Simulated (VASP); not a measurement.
A run of VASP 6.6.1:

Contents of INCAR:

```
SYSTEM = PbSe
PREC = Accurate
ENCUT = 520
EDIFF = 1E-6
ISMEAR = -1
SIGMA = 0.05
LREAL = .FALSE.
LASPH = .TRUE.
NELM = 100
ALGO = Normal
ISIF = 2
LWAVE = .FALSE.
LCHARG = .FALSE.
GGA = PE
NBANDS = 17
```

File KPOINTS:

```
Automatic mesh
0
G
  6 6 6
  0 0 0
```

POSCAR

```
PbSe
1.0
    0.0000000000      3.0606500000      3.0606500000
    3.0606500000      0.0000000000      3.0606500000
    3.0606500000      3.0606500000      0.0000000000
Pb Se
1 1
Direct
    0.0000000000      0.0000000000      0.0000000000
    0.5000000000      0.5000000000      0.5000000000
```

Potentials or basis: VASP PAW PBE potentials, release 64 (Pb_d, Se).

Command:

```sh
$ cat potpaw_PBE.64/Pb_d/POTCAR potpaw_PBE.64/Se/POTCAR > POTCAR
$ mpirun -np 1 vasp_std > vasp.out
```

Hardware: 1 thread of AMD EPYC 7R13 (shared host).

Question: How long does it take, and how much memory?

Answer: It took 19 s on 1 thread of AMD EPYC 7R13, on a shared host, peak memory 0.15 GiB. Counts: scf iterations 12, k points 16.
